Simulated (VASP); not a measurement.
# LiAl16 in VASP: further runs

LiAl16 is run at these levels: PBE+D3(BJ); tasks: single point.

Everything below comes from runs of VASP 6.6.1. Logs are shortened: lines on timing, memory, paths and dates and some standing lists are left out, and cuts for length are marked.

## (1) The cell of the first run

The cell holds a slab with vacuum, 17 atoms: a = 8.100 Å, b = 5.728 Å, c = 15.296 Å, α = 90.00°, β = 90.00°, γ = 90.00°.

## (2) Single point, PBE+D3(BJ)

INCAR reads:

```
ALGO = Normal
EDIFF = 1E-7
ENCUT = 520
GGA = PE
ISIF = 2
ISMEAR = 0
IVDW = 12
LASPH = True
LCHARG = False
LREAL = Auto
LWAVE = False
NBANDS = 40
NELM = 80
PREC = Accurate
SIGMA = 0.05
```

KPOINTS reads:

```
k-points
0
Gamma
  2 3 1
```

POSCAR reads:

```
LiAl16
1.0
    8.1000000000      0.0000000000      0.0000000000
    0.0000000000      5.7275650000      0.0000000000
    0.0000000000      0.0000000000     15.2956740000
Al Li
16 1
Direct
    0.2500000000      0.2500000000      0.0653780000
    0.7500000000      0.2500000000      0.0653780000
    0.2500000000      0.7500000000      0.0653780000
    0.7500000000      0.7500000000      0.0653780000
   -0.0012410569      0.0001625304      0.1484878400
    0.5012410822      0.0001626943      0.1484875819
   -0.0012472899      0.4996179566      0.1485153476
    0.5012471480      0.4996177842      0.1485151125
    0.2500002662      0.2497903494      0.2418731783
    0.7500000792      0.2497565066      0.2384058556
    0.2499997766      0.7496511422      0.2421602862
    0.7500006642      0.7498706864      0.2413845118
    0.0035615252     -0.0018620432      0.3248854866
    0.4964391016     -0.0018620478      0.3248851308
    0.0034190968      0.5012437695      0.3249104607
    0.4965813987      0.5012437312      0.3249101266
    0.7500014667      0.2489631971      0.4176364344
```

Potentials or basis: VASP PAW PBE potentials, release 64 (Al, Li_sv).

On the command line:

```
> cat potpaw_PBE.64/Al/POTCAR potpaw_PBE.64/Li_sv/POTCAR > POTCAR
> mpirun -np 1 vasp_std > vasp.out
```

OUTCAR:

```text
EDIFF = 1E-7
   ENCUT = 520
   GGA = PE
   ISIF = 2
   ISMEAR = 0
   IVDW = 12
   LASPH = True
   LREAL = Auto
   NELM = 80
   PREC = Accurate
 IVDW          = 12

 ion  position               nearest neighbor table
   1  0.250  0.250  0.065-   9 2.70   8 2.79   7 2.79   6 2.79   5 2.79   3 2.86   3 2.86
   2  0.750  0.250  0.065-  10 2.65   8 2.78   7 2.78   6 2.78   5 2.78   4 2.86   4 2.86
   3  0.250  0.750  0.065-  11 2.70   6 2.79   5 2.79   8 2.80   7 2.80   1 2.86   1 2.86
   4  0.750  0.750  0.065-  12 2.69   6 2.78   5 2.78   8 2.78   7 2.78   2 2.86   2 2.86
   5  0.999  0.000  0.148-  13 2.70   2 2.78   4 2.78   1 2.79   3 2.79  10 2.83  12 2.85   7 2.86
                             7 2.87   9 2.87  11 2.87
   6  0.501  0.000  0.148-  14 2.70   2 2.78   4 2.78   1 2.79   3 2.79  10 2.83  12 2.85   8 2.86
                             8 2.87   9 2.87  11 2.87
   7  0.999  0.500  0.149-  15 2.70   2 2.78   4 2.78   1 2.79   3 2.80  10 2.83  12 2.85   5 2.86
                             5 2.87   9 2.87  11 2.87
   8  0.501  0.500  0.149-  16 2.70   2 2.78   4 2.78   1 2.79   3 2.80  10 2.83  12 2.85   6 2.86
                             6 2.87   9 2.87  11 2.87
   9  0.250  0.250  0.242-   1 2.70  14 2.77  13 2.77  16 2.77  15 2.77  11 2.86  11 2.86   6 2.87
                             5 2.87   8 2.87   7 2.87
  10  0.750  0.250  0.238-   2 2.65  17 2.74   5 2.83   6 2.83   7 2.83   8 2.83  16 2.84  15 2.84
                            14 2.84  13 2.84  12 2.86  12 2.86
  11  0.250  0.750  0.242-   3 2.70  13 2.76  14 2.76  15 2.76  16 2.76   9 2.86   9 2.86   7 2.87
                             8 2.87   5 2.87   6 2.87
  12  0.750  0.750  0.241-   4 2.69  13 2.81  14 2.81  15 2.81  16 2.81   7 2.85   8 2.85   5 2.85
                             6 2.85  10 2.86  10 2.86
  13  0.004  0.998  0.325-   5 2.70  11 2.76   9 2.77  12 2.81  10 2.84  15 2.85  17 2.88  15 2.88

  14  0.496  0.998  0.325-   6 2.70  11 2.76   9 2.77  12 2.81  10 2.84  16 2.85  17 2.88  16 2.88

  15  0.003  0.501  0.325-   7 2.70  11 2.76   9 2.77  12 2.81  10 2.84  13 2.85  13 2.88  17 2.88

  16  0.497  0.501  0.325-   8 2.70  11 2.76   9 2.77  12 2.81  10 2.84  14 2.85  14 2.88  17 2.88

  17  0.750  0.249  0.418-  10 2.74  13 2.88  14 2.88  15 2.88  16 2.88

  LATTYP: Found a simple orthorhombic cell.
 ALAT       =     5.7275650000
 B/A-ratio  =     1.4142135445
 C/A-ratio  =     2.6705369559

  Lattice vectors:

 A1 = (   0.0000000000,  -5.7275650000,   0.0000000000)
 A2 = (   8.1000000000,   0.0000000000,   0.0000000000)
 A3 = (   0.0000000000,   0.0000000000,  15.2956740000)

Analysis of symmetry for initial positions (statically):
=====================================================================
 Subroutine PRICEL returns:
 Original cell was already a primitive cell.

 Routine SETGRP: Setting up the symmetry group for a
 simple orthorhombic supercell.

 Subroutine GETGRP returns: Found  2 space group operations
 (whereof  1 operations were pure point group operations)
 out of a pool of  8 trial point group operations.

The static configuration has the point symmetry C_1 .
 The point group associated with its full space group is C_1h.

Analysis of symmetry for dynamics (positions and initial velocities):
=====================================================================
 Subroutine PRICEL returns:
 Original cell was already a primitive cell.

 Routine SETGRP: Setting up the symmetry group for a
 simple orthorhombic supercell.

 Subroutine GETGRP returns: Found  2 space group operations
 (whereof  1 operations were pure point group operations)
 out of a pool of  8 trial point group operations.

The dynamic configuration has the point symmetry C_1 .
 The point group associated with its full space group is C_1h.

 Subroutine INISYM returns: Found  2 space group operations
 (whereof  1 operations are pure point group operations),
 and found     1 'primitive' translations

----------------------------------------------------------------------------------------

                                     Primitive cell

  volume of cell :     709.6164

  direct lattice vectors                    reciprocal lattice vectors
     8.100000000  0.000000000  0.000000000     0.123456790  0.000000000  0.000000000
     0.000000000  5.727565000  0.000000000     0.000000000  0.174594265  0.000000000
     0.000000000  0.000000000 15.295674000     0.000000000  0.000000000  0.065377962

  length of vectors
     8.100000000  5.727565000 15.295674000     0.123456790  0.174594265  0.065377962

  position of ions in fractional coordinates (direct lattice)
     0.250000000  0.250000000  0.065378000
     0.750000000  0.250000000  0.065378000
     0.250000000  0.750000000  0.065378000
     0.750000000  0.750000000  0.065378000
     0.998758943  0.000162530  0.148487840
     0.501241082  0.000162694  0.148487582
[... 9 lines left out ...]
     0.496581399  0.501243731  0.324910127
     0.750001467  0.248963197  0.417636434

  ion indices of the primitive-cell ions
   primitive index   ion index
                 1           1
                 2           2
                 3           3
                 4           4
                 5           5
                 6           6
[... 9 lines left out ...]
                16          16
                17          17

----------------------------------------------------------------------------------------

 KPOINTS: k-points

Automatic generation of k-mesh.
 Grid dimensions read from file:
 generate k-points for:    2    3    1

 Generating k-lattice:

  Cartesian coordinates                     Fractional coordinates (reciprocal lattice)
     0.061728395  0.000000000  0.000000000     0.500000000  0.000000000  0.000000000
     0.000000000  0.058198088  0.000000000     0.000000000  0.333333333  0.000000000
     0.000000000  0.000000000  0.065377962     0.000000000  0.000000000  1.000000000

  Length of vectors
     0.061728395  0.058198088  0.065377962

  Shift w.r.t. Gamma in fractional coordinates (k-lattice)
     0.000000000  0.000000000  0.000000000

 Subroutine IBZKPT returns following result:
 ===========================================

 Found      4 irreducible k-points:

 Following reciprocal coordinates:
            Coordinates               Weight
  0.000000  0.000000  0.000000      1.000000
  0.500000  0.000000  0.000000      1.000000
  0.000000  0.333333  0.000000      2.000000
  0.500000  0.333333  0.000000      2.000000
   k-points           NKPTS =      4   k-points in BZ     NKDIM =      4   number of bands    NBANDS=     40
   number of dos      NEDOS =    301   number of ions     NIONS =     17
   total plane-waves  NPLWV = 345600
   dimension x,y,z NGX =    60 NGY =   48 NGZ =  120
   dimension x,y,z NGXF=   120 NGYF=   96 NGZF=  240
   ions per type =              16   1
   NGX,Y,Z   is equivalent  to a cutoff of  12.31, 13.93, 13.04 a.u.
   NGXF,Y,Z  is equivalent  to a cutoff of  24.63, 27.86, 26.09 a.u.
 SYSTEM =  unknown system
   PREC   = accura    normal or accurate (medium, high low for compatibility)
   ISTART =      0    job   : 0-new  1-cont  2-samecut
   ICHARG =      2    charge: 1-file 2-atom 10-const
   ISPIN  =      1    spin polarized calculation?
   LNONCOLLINEAR =      F non collinear calculations
   LSORBIT =      F    spin-orbit coupling
   LASPH  =      T    aspherical Exc in radial PAW
   ENCUT  =  520.0 eV  38.22 Ry    6.18 a.u.  15.06 10.65 28.44*2*pi/ulx,y,z
   NELM   =     80;   NELMIN=  2; NELMDL= -5     # of ELM steps
   EDIFF  = 0.1E-06   stopping-criterion for ELM
   LREAL  =      T    real-space projection
   EDIFFG = 0.1E-05   stopping-criterion for IOM
   NSW    =      0    number of steps for IOM
   IBRION =     -1    ionic relax: 0-MD 1-quasi-New 2-CG
   NFREE  =      0    steps in history (QN), initial steepest desc. (CG)
   ISIF   =      2    stress and relaxation
   ISYM   =      2    0-nonsym 1-usesym 2-fastsym
   POTIM  = 0.5000    time-step for ionic-motion
   TEBEG  =    0.0;   TEEND  =   0.0 temperature during run
   PSTRESS=    0.0 pullay stress
   NELECT =      51.0000    total number of electrons
   NUPDOWN=      -1.0000    fix difference up-down
   EMIN   =  10.00;   EMAX   =-10.00  energy-range for DOS
   EFERMI =   0.00;   METHOD = LEGACY
   ISMEAR =     0;   SIGMA  =   0.05  broadening in eV -4-tet -1-fermi 0-gaus
   EFERMI_NEDOS =   21; number of points for ismear=-14 and -15
   IALGO  =     38    algorithm
   IMIX   =      4    mixing-type and parameters
     AMIX     =   0.40;   BMIX     =  1.00
     AMIX_MAG =   1.60;   BMIX_MAG =  1.00
  volume/ion in A,a.u.               =      41.74       281.69
  Fermi-wavevector in a.u.,A,eV,Ry     =   0.680650  1.286241  6.303362  0.463284
  Thomas-Fermi vector in A             =   1.759202
   LORBIT       =      0    0 simple, 1 ext, 2 COOP (PROOUT), +10 PAW based schemes
   GGA     = PE    functional components
   LHFCALC =     F    Hartree Fock is set to
   AEXX    =    0.0000 exact exchange contribution
   IVDW    =    12    specifies the selected vdW correction
   LEPSILON=     F    determine dielectric tensor
   LRPA    =     F    only Hartree local field effects (RPA)
 non-spin polarized calculation
 Gauss-broadening in eV      SIGMA  =   0.05
  energy-cutoff  :      520.00
  volume of cell :      709.62
 maximum number of plane-waves:     19139
   NGX = 31   NGY = 21   NGZ = 57

 number of electron      50.9999997 magnetization

 Free energy of the ion-electron system (eV)
  ---------------------------------------------------
  ext. energy  EPLUGINS =         0.00000000
  ---------------------------------------------------
  free energy    TOTEN  =       -56.96236603 eV

  energy without entropy =      -56.95123021  energy(sigma->0) =      -56.95679812

 E-fermi :   0.6328     XC(G=0):  -5.1698

 val. band max:        0.5925967076   @ k =   0.0000   0.3333   0.0000
 cond. band min:       0.6707178686   @ k =   0.0000   0.3333   0.0000
 fundamental gap:      0.0781211610
 Fermi energy:         0.6328459746

 k-point     1 :       0.0000    0.0000    0.0000
  band No.  band energies     occupation
      1     -46.5956      2.00000
      2      -9.5832      2.00000
      3      -7.3972      2.00000
      4      -7.3785      2.00000
      5      -7.0400      2.00000
      6      -5.1833      2.00000
[... 149 lines left out ...]
     36       3.1719      0.00000
     37       3.3477      0.00000
 [bands above 37 left out]

------------------------ aborting loop because EDIFF is reached ----------------------------------------

 Edisp (eV)   -3.55036

 E8    (eV) :    -1.6617

  FORCE on cell =-STRESS in cart. coord.  units (eV):
  Direction    XX          YY          ZZ          XY          YZ          ZX
  --------------------------------------------------------------------------------------
  -------------------------------------------------------------------------------------
  Total       3.82406   -16.89186    -0.21548     0.00000     0.01443     0.00000
  in kB       8.63400   -38.13857    -0.48652     0.00000     0.03258     0.00000
  external pressure =      -10.00 kB  Pullay stress =        0.00 kB

 VOLUME and BASIS-vectors are now :
 -----------------------------------------------------------------------------
  energy-cutoff  :      520.00
  volume of cell :      709.62
      direct lattice vectors                 reciprocal lattice vectors
     8.100000000  0.000000000  0.000000000     0.123456790  0.000000000  0.000000000
     0.000000000  5.727565000  0.000000000     0.000000000  0.174594265  0.000000000
     0.000000000  0.000000000 15.295674000     0.000000000  0.000000000  0.065377962

 POSITION                                       TOTAL-FORCE (eV/Angst)
 -----------------------------------------------------------------------------------
      2.02500      1.43189      1.00000         0.000000     -0.000637      0.012934
      6.07500      1.43189      1.00000         0.000000     -0.000316     -0.109936
      2.02500      4.29567      1.00000         0.000000     -0.001972      0.070463
      6.07500      4.29567      1.00000         0.000000     -0.001743      0.042895
      8.08995      0.00093      2.27122         0.003742      0.001079      0.000594
      4.06005      0.00093      2.27122        -0.003742      0.001079      0.000594
[... 9 lines left out ...]
      4.02231      2.87091      4.96972         0.001712      0.002746     -0.005088
      6.07501      1.42595      6.38803         0.000000      0.001841      0.005125
 -----------------------------------------------------------------------------------
    total drift:                               -0.003375      0.002945     -0.009994

  FREE ENERGIE OF THE ION-ELECTRON SYSTEM (eV)
  ---------------------------------------------------
  free  energy   TOTEN  =       -60.5127227678 eV

  energy  without entropy=      -60.5015869418  energy(sigma->0) =      -60.50715485
```

Wall time 2.2 min (1 thread of Intel Xeon 6975P-C (Granite Rapids), shared host); peak memory 0.66 GiB.

What came out:

```yaml
Free_energy: -60.5127 eV
Largest_force: 0.110 eV/Å
Dispersion_energy_per_atom: -0.209 eV
```

Forces on the atoms (eV/Å):
```
Al   0.000 -0.001  0.013
Al   0.000  0.000 -0.110
Al   0.000 -0.002  0.070
Al   0.000 -0.002  0.043
Al   0.004  0.001  0.001
Al  -0.004  0.001  0.001
Al   0.003 -0.001  0.000
Al  -0.003 -0.001  0.000
Al   0.000  0.000  0.003
Al   0.000  0.002  0.000
Al   0.000  0.001 -0.002
Al   0.000  0.000 -0.001
Al   0.000 -0.003 -0.006
Al   0.000 -0.003 -0.006
Al  -0.002  0.003 -0.005
Al   0.002  0.003 -0.005
Li   0.000  0.002  0.005
```

Levels at points of the mesh, in eV from the Fermi level:
| k point | band 23 | band 24 | band 25 | band 26 | band 27 | band 28 |
| --- | --- | --- | --- | --- | --- | --- |
| (0.00, 0.00, 0.00) | -0.72 | -0.63 | -0.61 | -0.08 | 0.16 | 0.23 |
| (0.50, 0.00, 0.00) | -0.93 | -0.93 | -0.91 | 0.23 | 0.50 | 0.52 |

Caveat: the k points lie up to 0.39 Å⁻¹ apart; the cutoff is under 1.25 times the usual one of these potentials, so pressure, stress and relaxed cells hold a basis-set (Pulay) error.

(Continued in part 2 of 2.)
